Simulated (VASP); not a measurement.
A run of VASP 6.6.1 is set up as follows.

Contents of INCAR:

```
PREC     = Accurate       # precision mode
ENCUT    = 600            # plane-wave cutoff, eV
EDIFF    = 1E-7           # SCF threshold, eV
ISMEAR   = -1             # smearing method
SIGMA    = 0.1            # smearing width, eV
LREAL    = F              # projectors in reciprocal space
LASPH    = T              # aspherical terms in the spheres
NELM     = 80             # most SCF steps
ALGO     = Normal         # electronic algorithm
ISIF     = 3              # what is computed and relaxed
LWAVE    = F              # write WAVECAR
LCHARG   = F              # write CHGCAR
GGA      = PS             # functional
IBRION   = 2              # ionic algorithm
NSW      = 80             # ionic steps
EDIFFG   = -0.01          # ionic threshold
```

The input KPOINTS:

```
Automatic mesh
0
Gamma
  10 10 10
```

The input POSCAR:

```
Ir
1.0
    0.0000000000      2.6731374252      2.6731374252
    2.6731374252      0.0000000000      2.6731374252
    2.6731374252      2.6731374252      0.0000000000
Ir
2
Direct
    0.1250000000      0.1250000000      0.1250000000
    0.8750000000      0.8750000000      0.8750000000
```

Potentials or basis: VASP PAW PBE potentials, release 64 (Ir).

Run with:

```bash
$ cat potpaw_PBE.64/Ir/POTCAR > POTCAR
$ mpirun -np 1 vasp_std > vasp.out
```

Q: What does it give for the relaxed volume?

A: 20.86 Å³/atom.

Q: Predict the relaxed cell.

A: a = 3.893 Å, b = 3.893 Å, c = 3.893 Å, α = 60.00°, β = 60.00°, γ = 60.00°.

Q: Estimate the space group after relaxing (to 0.05 Å).

A: Fd-3m (No. 227).

The path:
| step | energy change (eV) | largest force (eV/Å) | pressure (GPa) | volume (Å³) |
| --- | --- | --- | --- | --- |
| 1 | 0.0000 | 0.0000 | 21.95 | 38.20 |
| 2 | 1.2390 | 0.0000 | -27.66 | 54.57 |
| 3 | -0.2192 | 0.0000 | -1.96 | 42.14 |
| 4 | -0.2217 | 0.0000 | -0.25 | 41.78 |
| 5 | -0.2218 | 0.0000 | 0.10 | 41.71 |
| 6 | -0.2218 | 0.0000 | 0.10 | 41.71 |
| 7 | -0.2218 | 0.0000 | 0.10 | 41.71 |
| 8 | -0.2218 | 0.0000 | 0.09 | 41.71 |
| 9 | -0.2218 | 0.0000 | 0.09 | 41.71 |
| 10 | -0.2218 | 0.0000 | 0.09 | 41.71 |
| 11 | -0.2218 | 0.0000 | 0.09 | 41.71 |
| 12 | -0.2218 | 0.0000 | 0.09 | 41.71 |
| 13 | -0.2218 | 0.0000 | 0.09 | 41.71 |
| 14 | -0.2218 | 0.0000 | 0.09 | 41.71 |
| 15 | -0.2218 | 0.0000 | 0.09 | 41.71 |
| 16 | -0.2218 | 0.0000 | 0.08 | 41.71 |
| 17 | -0.2218 | 0.0000 | 0.07 | 41.71 |

Caveat: the PAW data sets were made with another functional, which shifts forces and pressure a little.
